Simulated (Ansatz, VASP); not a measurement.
## One calculation of MnSi, two programs

```
Mn Si
1.0
     4.55800    0.00000    0.00000
     0.00000    4.55800    0.00000
     0.00000    0.00000    4.55800
Mn Si
4 4
Cartesian
  0.6180 0.6180 0.6180
  2.8970 1.6610 3.9400
  3.9400 2.8970 1.6610
  1.6610 3.9400 2.8970
  3.8509 3.8509 3.8509
  6.1299 -1.5719 0.7071
  0.7071 6.1299 -1.5719
  -1.5719 0.7071 6.1299
```

Alike in both runs: functional PBE; k mesh 10 × 10 × 10; occupations fermi-dirac, width 0.05 eV; collinear spin.

Ansatz relaxed the structure, and its values are those at the end. VASP's run is a single point on that final structure, the one shown.

```csv
,VASP,Ansatz
version,VASP 6.6.1,Ansatz 0.2.0
potentials or method,"VASP PAW PBE potentials, release 64 (Mn_pv, Si)","scalar-relativistic, plane waves, PAW"
plane-wave cutoff (eV),520,420
valence electrons in the cell,68,76
```

|  | VASP | Ansatz | Ansatz less VASP |
| --- | --- | --- | --- |
| gap on the k mesh at the Fermi level (eV) | none | none | - |
| pressure (GPa) | -5.2 | -5.2 | +0.03 |
| rms of the force components (eV/Å) | 0.006 | 0.001 | -0.0050 |
| net moment per atom (μB) | 0.50 | 0.50 | 0.000 |
| size of the moment on the site where the two differ most (μB) | 1.06 | 1.01 | -0.050 |

Site moments also hang on the region over which each program counts them. A gap of «none» marks a metal or a gap that the smearing closes. VASP's potentials hold 68 valence electrons a cell and Ansatz's 76, so a difference there can come from the potentials and not from the codes. Ansatz's warnings: stress scf threshold loose.
